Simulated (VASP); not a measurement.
Here is a VASP 6.6.1 calculation.

The input INCAR:

```
  PREC = Accurate
  ENCUT = 520
  EDIFF = 1E-6
  ISMEAR = -1
  SIGMA = 0.02
  LREAL = False
  LASPH = True
  NELM = 150
  ALGO = Normal
  ISIF = 2
  LWAVE = False
  LCHARG = False
  LMAXMIX = 4
  LDAU = True
  LDAUTYPE = 2
  LDAUL = 2 -1
  LDAUU = 3.9 0
  LDAUJ = 0 0
  LDAUPRINT = 1
  NBANDS = 76
  ISYM = 0
```

File KPOINTS:

```
Automatic mesh
0
Gamma
  3 3 4
```

File POSCAR:

```
Mn3O4
1.0
   -2.8795000000      2.8795000000      4.7300000000
    2.8795000000     -2.8795000000      4.7300000000
    2.8795000000      2.8795000000     -4.7300000000
Mn O
6 8
Direct
    0.0000000000      0.0000000000      0.0000000000
    0.7500000000      0.2500000000      0.5000000000
    0.8750000000      0.6250000000      0.2500000000
    0.3750000000      0.6250000000      0.2500000000
    0.3750000000      0.6250000000      0.7500000000
    0.3750000000      0.1250000000      0.7500000000
    0.6040000000      0.3840000000      0.2200000000
    0.1340000000      0.4140000000      0.2800000000
    0.1640000000      0.3840000000      0.7800000000
    0.1340000000      0.8540000000      0.7200000000
    0.1460000000      0.8660000000      0.2800000000
    0.6160000000      0.3960000000      0.7800000000
    0.5860000000      0.8660000000      0.7200000000
    0.6160000000      0.8360000000      0.2200000000
```

Potentials or basis: VASP PAW LDA potentials, release 64 (Mn_pv, O).

Command:

```sh
$ cat potpaw_LDA.64/Mn_pv/POTCAR potpaw_LDA.64/O/POTCAR > POTCAR
$ mpirun -np 1 vasp_std > vasp.out
```

Question: Predict the largest force.

Answer: 1.939 eV/Å.

Question: Predict the band gap on the k mesh.

Answer: Zero (bands 63 and 64 overlap by 0.20 eV).

Question: Estimate the pressure.

Answer: -23.7 GPa.

Eigenvalues of the final occupation matrices:
```tsv
site	spin	trace	eigenvalues
site 1 d	1	2.50	0.20 0.20 0.25 0.92 0.93
site 1 d	2	2.50	0.20 0.20 0.25 0.92 0.93
site 2 d	1	2.50	0.20 0.20 0.25 0.92 0.93
site 2 d	2	2.50	0.20 0.20 0.25 0.92 0.93
site 3 d	1	2.55	0.15 0.30 0.31 0.88 0.91
site 3 d	2	2.55	0.15 0.30 0.31 0.88 0.91
site 4 d	1	2.55	0.15 0.30 0.31 0.88 0.91
site 4 d	2	2.55	0.15 0.30 0.31 0.88 0.91
site 5 d	1	2.55	0.15 0.30 0.31 0.88 0.91
site 5 d	2	2.55	0.15 0.30 0.31 0.88 0.91
site 6 d	1	2.55	0.15 0.30 0.31 0.88 0.91
site 6 d	2	2.55	0.15 0.30 0.31 0.88 0.91
```

Caveat: the k points lie up to 0.39 Å⁻¹ apart; the run has no spin polarisation, though such a crystal can be magnetic; U without spin polarisation on a metal has little footing; forces of over 1 eV/Å act on the atoms, so gaps and moduli don't describe the material at rest. Spin polarisation is off, so any magnetic state and its effect on volume and gap are missing.
